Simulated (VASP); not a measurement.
A run of VASP 6.6.1:

The input INCAR:

```
ALGO = Normal ; DIPOL = 0.5 0.5 0.500
EDIFF = 1E-6 ; ENCUT = 520
IDIPOL = 3 ; ISIF = 2
ISMEAR = -1 ; LASPH = True
LCHARG = False ; LDIPOL = True
LREAL = False ; LWAVE = False
NBANDS = 26 ; NELM = 100
PREC = Accurate ; SIGMA = 0.02
```

File KPOINTS:

```
k-points
0
Gamma
  10 6 1
```

POSCAR

```
AlN
1.0
    3.0886844108      0.0000000000      0.0000000000
    0.0000000000      4.9432878602      0.0000000000
    0.0000000000      0.0000000000     19.5665000000
Al N
4 4
Direct
    0.0000000000      0.0590106840      0.4088619437
    0.5000000000      0.5590106840      0.4544309721
    0.5000000000      0.0590106840      0.5455690279
    0.0000000000      0.5590106840      0.5911380563
    0.0000000000      0.4409893160      0.4088619437
    0.5000000000      0.9409893160      0.4544309721
    0.5000000000      0.4409893160      0.5455690279
    0.0000000000      0.9409893160      0.5911380563
```

Potentials or basis: VASP PAW LDA potentials, release 64 (Al, N).

Run with:

```console
$ cat potpaw_LDA.64/Al/POTCAR potpaw_LDA.64/N/POTCAR > POTCAR
$ mpirun -np 1 vasp_std > vasp.out
```

Hardware: 1 thread of AMD EPYC 9R45 96-Core Processor (Zen 5), with other jobs on the host.

**Question.** Estimate the wall time of this run.

**Answer.** Wall time 2.9 min on 1 thread of AMD EPYC 9R45 96-Core Processor (Zen 5), on a shared host, peak memory 0.34 GiB. Counts: scf iterations 24, k points 24.
